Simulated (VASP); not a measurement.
A run of VASP 6.6.1 is set up as follows.

The input INCAR:

```
PREC = Accurate
ENCUT = 520
EDIFF = 1E-7
ISMEAR = -1
SIGMA = 0.1
LREAL = F
LASPH = T
NELM = 100
ALGO = Normal
ISIF = 2
LWAVE = F
LCHARG = F
GGA = PE
NBANDS = 26
```

KPOINTS

```
Automatic mesh
0
Gamma
  4 4 2
```

POSCAR

```
CdSe
1.0
    4.3268151700     -0.0000002900      0.0000000000
   -2.1634073300      3.7471320000      0.0000000000
    0.0000000000      0.0000000000      7.0637770000
Cd Se
2 2
Direct
    0.3158364196      0.6566774513      0.0071783127
    0.6654323631      0.3346511927      0.4966092503
    0.3548101219      0.6734038467      0.3850488202
    0.6718535852      0.3389395396      0.8795596180
```

Potentials or basis: VASP PAW PBE potentials, release 64 (Cd, Se).

Run with:

```bash
$ cat potpaw_PBE.64/Cd/POTCAR potpaw_PBE.64/Se/POTCAR > POTCAR
$ mpirun -np 1 vasp_std > vasp.out
```

Q: What does it give for the band gap on the k mesh?

A: 0.60 eV.

Q: What does it give for the largest force?

A: 0.621 eV/Å.

Q: Predict the pressure.

A: 2.5 GPa.

Forces on the atoms (eV/Å):
```
Cd   0.358  0.278 -0.001
Cd   0.474  0.062  0.397
Se  -0.499 -0.059 -0.291
Se  -0.332 -0.281 -0.105
```

Caveat: the k points lie up to 0.44 Å⁻¹ apart.
